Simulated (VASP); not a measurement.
A run of VASP 6.6.1 is set up as follows.

The input INCAR:

```
SYSTEM = Ta
ALGO = Fast
EDIFF = 1E-6
ENCUT = 520
GGA = PS
ISIF = 2
ISMEAR = 0
LASPH = .True.
LCHARG = .True.
LELF = .True.
LREAL = .False.
LVHAR = .True.
LWAVE = .False.
NBANDS = 54
NELM = 80
PREC = Accurate
SIGMA = 0.15
```

Contents of KPOINTS:

```
k-points
0
Gamma
  12 12 6
  0 0 0
```

POSCAR

```
Ta
1.0
    4.9704539729      0.0000000000      0.0000000000
   -2.4852269865      4.3045394089      0.0000000000
    0.0000000000      0.0000000000      8.3683699696
Ta
8
Direct
    0.0000000000      0.3231711746      0.0000000000
    0.3231711746      0.0000000000      0.0000000000
    0.6768288254      0.6768288254      0.0000000000
    1.0000000000      0.6768288254      0.5000000000
    0.6768288254      0.0000000000      0.5000000000
    0.3231711746      0.3231711746      0.5000000000
    0.6666666667      0.3333333333      0.7500000000
    0.3333333333      0.6666666667      0.2500000000
```

Potentials or basis: VASP PAW PBE potentials, release 64 (Ta_pv).

Launch:

```sh
$ cat potpaw_PBE.64/Ta_pv/POTCAR > POTCAR
$ mpirun -np 1 vasp_std > vasp.out
```

Problem. Predict the band gap on the k mesh.

Solution. Zero (bands 44 and 45 overlap by 0.51 eV).

Problem. Predict the largest force.

Solution. 0.004 eV/Å.

Problem. Estimate the pressure.

Solution. 0.2 GPa.

Forces on the atoms (eV/Å):
```
Ta  -0.002  0.004  0.000
Ta   0.004  0.000  0.000
Ta  -0.002 -0.004  0.000
Ta   0.002 -0.004  0.000
Ta  -0.004  0.000  0.000
Ta   0.002  0.004  0.000
Ta   0.000  0.000  0.000
Ta   0.000  0.000  0.000
```

Caveat: the PAW data sets were made with another functional, which shifts forces and pressure a little; spin-orbit coupling is left out, which moves the levels of the heavy elements.
